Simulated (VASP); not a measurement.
The system is CoO.

```
CELL_PARAMETERS angstrom
3.15443 0.00000 0.00000
-1.57721 2.73182 0.00000
0.00000 0.00000 5.15804
ATOMIC_POSITIONS crystal
Co 0.33333 0.66667 0.50336
Co 0.00000 0.00000 0.00347
O 0.33333 0.66667 0.87156
O 0.00000 0.00000 0.37161
```

Base run:

* Program: VASP 6.6.1
* Functional: PBEsol
* Potentials or basis: VASP PAW PBE potentials, release 64 (Co, O)
* Cutoff: 520 eV
* k mesh: 10 × 10 × 5
* Occupations: fermi-dirac, width 0.05 eV
* Spin: collinear spin, ferromagnetic start
* Starting moments: [2.0, 2.0, 0.0, 0.0] μB

Its results: pressure -3.0 GPa; net moment 5.52 μB per cell; site moments Co +2.37; O +0.30 μB; largest force 0.317 eV/Å.

Question: The run is repeated on the same cell with these changes: functional from PBEsol to LDA; potentials or basis from VASP PAW PBE potentials, release 64 (Co, O) to VASP PAW LDA potentials, release 64 (Co, O). What comes out?

Answer: Pressure -14.4 GPa; net moment 4.50 μB per cell; site moments Co +1.95, +1.96; O +0.23 μB; largest force 0.205 eV/Å.

Caveats: the PAW data sets were made with another functional, which shifts forces and pressure a little (some runs).
